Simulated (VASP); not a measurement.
Here is a VASP 6.6.1 calculation.

The input INCAR:

```
PREC = Accurate
ENCUT = 520
EDIFF = 1E-6
ISMEAR = -1
SIGMA = 0.1
LREAL = False
LASPH = True
NELM = 100
ALGO = Normal
ISIF = 2
LWAVE = False
LCHARG = False
NBANDS = 14
```

File KPOINTS:

```
regular mesh
0
Gamma
  11 11 11
```

POSCAR

```
Bi
1.0
    3.3186026071      0.0000000000      0.0000000000
    0.0000000000      3.3186026071      0.0000000000
    0.0000000000      0.0000000000      3.3186026071
Bi
1
Direct
    0.0000000000      0.0000000000      0.0000000000
```

Potentials or basis: VASP PAW LDA potentials, release 64 (Bi_d).

The run is started by

```bash
$ cat potpaw_LDA.64/Bi_d/POTCAR > POTCAR
$ mpirun -np 1 vasp_std > vasp.out
```

Predict the pressure.

-4.7 GPa.
